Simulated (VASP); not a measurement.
Set up this calculation in VASP 6.6.1, as the native input.

| Quantity | Value |
| --- | --- |
| Task | relaxation of cell and atoms |
| Functional | B3LYP |
| Potentials or basis | VASP PAW PBE potentials, release 64 (B) |
| Cutoff | 600 eV |
| k mesh | 7 × 7 × 7 |
| Occupations | fermi-dirac, width 0.05 eV |
| Spin | no spin polarisation |
| Dipole correction | no |
| Grid for exact exchange (PRECFOCK) | Normal |
| Further INCAR settings | ALGO = Normal; EDIFF = 1e-06; IBRION = 2; EDIFFG = -0.01; NSW = 60; ISIF = 3 |
| Share of exact exchange | 0.2 |

B:

```
B
1.0
     1.88524    0.00000    0.00000
     0.00000    1.88524    0.00000
     0.00000    0.00000    1.88524
B
1
Direct
  0.50000 0.50000 0.50000
```

This isn't the form of B at room conditions, which is rhombohedral.

One way to write it, as run:

POSCAR

```
B
1.0
    1.8852400000      0.0000000000      0.0000000000
    0.0000000000      1.8852400000      0.0000000000
    0.0000000000      0.0000000000      1.8852400000
B
1
Direct
    0.5000000000      0.5000000000      0.5000000000
```

INCAR.step1

```
ALGO     = Normal         # electronic algorithm
EDIFF    = 1E-5           # SCF threshold, eV
ENCUT    = 600            # plane-wave cutoff, eV
GGA      = PE             # functional
ISMEAR   = -1             # smearing method
LASPH    = T              # aspherical terms in the spheres
LCHARG   = F              # write CHGCAR
LREAL    = F              # projectors in reciprocal space
LWAVE    = T              # write WAVECAR
NBANDS   = 8              # bands
NELM     = 80             # most SCF steps
PREC     = Accurate       # precision mode
SIGMA    = 0.05           # smearing width, eV
```

INCAR.step2

```
AEXX     = 0.2            # exact-exchange fraction
AGGAC    = 0.81         
AGGAX    = 0.72         
ALDAC    = 0.19         
ALGO     = Normal         # electronic algorithm
EDIFF    = 1E-6           # SCF threshold, eV
EDIFFG   = -0.01          # ionic threshold
ENCUT    = 600            # plane-wave cutoff, eV
GGA      = B3             # functional
IBRION   = 2              # ionic algorithm
ISIF     = 3              # what is computed and relaxed
ISMEAR   = -1             # smearing method
ISTART   = 1            
LASPH    = T              # aspherical terms in the spheres
LCHARG   = F              # write CHGCAR
LHFCALC  = T              # exact exchange
LREAL    = F              # projectors in reciprocal space
LWAVE    = F              # write WAVECAR
NELM     = 80             # most SCF steps
NSW      = 60             # ionic steps
PREC     = Accurate       # precision mode
PRECFOCK = Normal       
SIGMA    = 0.05           # smearing width, eV
```

KPOINTS

```
k-points
0
Gamma
  7 7 7
```

Potentials or basis: VASP PAW PBE potentials, release 64 (B).

Launch:

```console
$ cat potpaw_PBE.64/B/POTCAR > POTCAR
$ cp INCAR.step1 INCAR
$ mpirun -np 1 vasp_std > vasp.out
$ cp INCAR.step2 INCAR
$ mpirun -np 1 vasp_std > vasp.out
```

It gave:

```json
{
  "Relaxed volume": "6.73 Å³/atom",
  "Relaxed cell": "a = 1.888 Å, b = 1.888 Å, c = 1.888 Å, α = 90.00°, β = 90.00°, γ = 90.00°",
  "Space group after relaxing (to 0.1 Å)": "Pm-3m (No. 221)",
  "Energy gained by relaxing": "0.1 meV/atom",
  "Ionic steps": "3",
  "Pressure after relaxing": "0.0 GPa",
  "Band gap on the k mesh": "zero (an odd number of electrons rules out a gap without spin polarisation)"
}
```

Caveat: the k points lie up to 0.48 Å⁻¹ apart in the final cell, too coarse for converged energies and pressures of a metal; the PAW data sets were made with another functional, which shifts forces and pressure a little.

Wall time 90 s on 1 thread of Intel Xeon 8259CL (shared host), peak memory 0.11 GiB.
